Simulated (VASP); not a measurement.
Wanted: the native input for a VASP 6.6.1 run.

- Task: single point
- Functional: PBE
- Potentials or basis: VASP PAW PBE potentials, release 64 (Ga_d, O)
- Cutoff: 520 eV
- k mesh: 6 × 6 × 6
- Occupations: fermi-dirac, width 0.02 eV
- Spin: no spin polarisation
- Dipole correction: no
- Further INCAR settings: ALGO = Normal; EDIFF = 1e-06; NBANDS = 55

The structure of Ga2O3 lies in POSCAR:

```
Ga2O3
1.0
    2.4673371466      1.4245177658      4.5137763372
   -2.4673371466      1.4245177658      4.5137763372
    0.0000000000     -2.8490355315      4.5137763372
Ga O
4 6
Direct
    0.8547059783      0.8547059783      0.8547059783
    0.3547059783      0.3547059783      0.3547059783
    0.1452940217      0.1452940217      0.1452940217
    0.6452940217      0.6452940217      0.6452940217
    0.4460396512      0.0539603488      0.7500000000
    0.0539603488      0.7500000000      0.4460396512
    0.5539603488      0.9460396512      0.2500000000
    0.2500000000      0.5539603488      0.9460396512
    0.9460396512      0.2500000000      0.5539603488
    0.7500000000      0.4460396512      0.0539603488
```

This cell differs from its parent crystal: epitaxial xy strain -1.0%.

One way to write it, as run:

INCAR

```
SYSTEM = Ga2O3
ALGO = Normal
EDIFF = 1E-6
ENCUT = 520
GGA = PE
ISIF = 2
ISMEAR = -1
LASPH = .True.
LCHARG = .True.
LELF = .True.
LREAL = .False.
LVHAR = .True.
LWAVE = .False.
NBANDS = 55
NELM = 100
PREC = Accurate
SIGMA = 0.02
```

KPOINTS

```
k-points
0
Gamma
  6 6 6
  0 0 0
```

Potentials or basis: VASP PAW PBE potentials, release 64 (Ga_d, O).

Run with:

```bash
$ cat potpaw_PBE.64/Ga_d/POTCAR potpaw_PBE.64/O/POTCAR > POTCAR
$ mpirun -np 1 vasp_std > vasp.out
```

Results of the run:

```
Pressure               : 14.0 GPa
Largest force          : 0.070 eV/Å
Band gap on the k mesh : 2.99 eV (least direct gap 3.23 eV)
```

Caveat: the cell differs from its parent crystal (epitaxial xy strain -1.0%); the cell stands under pressure.

Run time: 4.7 min on 1 thread of Intel Xeon 8259CL, with other jobs on the host, peak memory 0.3 GiB.
